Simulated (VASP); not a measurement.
A run of VASP 6.6.1 is set up as follows.

INCAR

```
SYSTEM = Hf
ALGO = Normal
EDIFF = 1E-7
EDIFFG = -0.005
ENCUT = 600
GGA = PE
IBRION = 2
ISIF = 3
ISMEAR = -1
LASPH = .True.
LCHARG = .False.
LREAL = .False.
LWAVE = .False.
NELM = 60
NSW = 45
PREC = Accurate
SIGMA = 0.05
```

File KPOINTS:

```
k-points
0
Gamma
  15 15 8
  0 0 0
```

The input POSCAR:

```
Hf
1.0
    3.2046382680      0.0000000000      0.0000000000
   -1.6023191340      2.7752981500      0.0000000000
    0.0000000000      0.0000000000      5.0681353981
Hf
2
Direct
    0.3333333333      0.6666666667      0.2500000000
    0.6666666667      0.3333333333      0.7500000000
```

Potentials or basis: VASP PAW PBE potentials, release 64 (Hf_pv).

Command:

```sh
$ cat potpaw_PBE.64/Hf_pv/POTCAR > POTCAR
$ mpirun -np 1 vasp_std > vasp.out
```

(1) Predict the relaxed cell.

(2) What does it give for the space group after relaxing (to 0.05 Å)?

## Answers

(1) a = 3.201 Å, b = 3.201 Å, c = 5.060 Å, α = 90.00°, β = 90.00°, γ = 120.00°.

(2) P6_3/mmc (No. 194).
